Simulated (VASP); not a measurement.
A run of VASP 6.6.1:

The input INCAR:

```
SYSTEM = MgRuC6N6
PREC = Accurate
ENCUT = 520
EDIFF = 1E-6
ISMEAR = 0
SIGMA = 0.1
LREAL = .False.
LASPH = .True.
NELM = 150
ALGO = Normal
ISIF = 2
LWAVE = .False.
LCHARG = .False.
ISPIN = 2
MAGMOM = 0 1 0 0 0 0 0 0 0 0 0 0 0 0
LORBIT = 11
LMAXMIX = 4
GGA = PE
NBANDS = 52
```

File KPOINTS:

```
Automatic mesh
0
Gamma
  4 4 4
  0 0 0
```

The input POSCAR:

```
MgRuC6N6
1.0
    0.0000000000      5.1350000000      5.1350000000
    5.1350000000      0.0000000000      5.1350000000
    5.1350000000      5.1350000000      0.0000000000
Mg Ru C N
1 1 6 6
Direct
    0.0000000000      0.0000000000      0.0000000000
    0.5000000000      0.5000000000      0.5000000000
    0.8072054500      0.1927945500      0.1927945500
    0.1927945500      0.8072054500      0.1927945500
    0.1927945500      0.1927945500      0.8072054500
    0.1927945500      0.8072054500      0.8072054500
    0.8072054500      0.1927945500      0.8072054500
    0.8072054500      0.8072054500      0.1927945500
    0.6932814000      0.3067186000      0.3067186000
    0.3067186000      0.6932814000      0.3067186000
    0.3067186000      0.3067186000      0.6932814000
    0.3067186000      0.6932814000      0.6932814000
    0.6932814000      0.3067186000      0.6932814000
    0.6932814000      0.6932814000      0.3067186000
```

Potentials or basis: VASP PAW PBE potentials, release 64 (Mg, Ru_pv, C, N).

Command:

```sh
$ cat potpaw_PBE.64/Mg/POTCAR potpaw_PBE.64/Ru_pv/POTCAR potpaw_PBE.64/C/POTCAR potpaw_PBE.64/N/POTCAR > POTCAR
$ mpirun -np 1 vasp_std > vasp.out
```

Hardware: 1 thread of AMD EPYC 7R13 Processor (Zen 3) (shared host).

Problem. How long does it take, and how much memory?

Solution. Run time: 7.2 min on 1 thread of AMD EPYC 7R13 Processor (Zen 3), on a shared host, peak memory 0.58 GiB. Counts: scf iterations 19, k points 8.
